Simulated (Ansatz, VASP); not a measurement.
## One calculation of InSe5, two programs

```xyz
6
Lattice="4.6903 0.0000 0.0000 0.0000 4.6903 0.0000 0.0000 0.0000 8.1260" Properties=species:S:1:pos:R:3 pbc="T T T"
In    2.3452    2.3452    0.0000
Se    0.0000    2.3452    4.0630
Se    2.3452    0.0000    4.0630
Se    2.3452    2.3452    2.8123
Se    2.3452    2.3452    5.3137
Se    0.0000    0.0000    0.0000
```

Alike in both runs: task relaxation of cell and atoms; functional PBE; k mesh 4 × 4 × 2; occupations gaussian, width 0.1 eV; no spin polarisation.

```csv
,VASP,Ansatz
version,VASP 6.6.1,Ansatz 0.2.0
potentials or method,"VASP PAW PBE potentials, release 64 (In_d, Se), cutoff 600 eV","scalar-relativistic, plane waves, PAW"
valence electrons in the cell,43,93
```

|  | VASP | Ansatz | Ansatz less VASP |
| --- | --- | --- | --- |
| gap on the k mesh at the Fermi level, each at its own relaxed structure (eV) | none | none | - |
| relaxed volume (Å³/atom) | 28.14 | 28.02 | -0.112 |
| relaxed length of the cell vector where the two differ most in proportion (Å) | 9.653 | 9.611 | -0.0420 |

A gap of «none» marks a metal or a gap that the smearing closes. VASP's potentials hold 43 valence electrons a cell and Ansatz's 93, so a difference there can come from the potentials and not from the codes.

The k mesh is coarse, so the values compare programs but aren't converged.
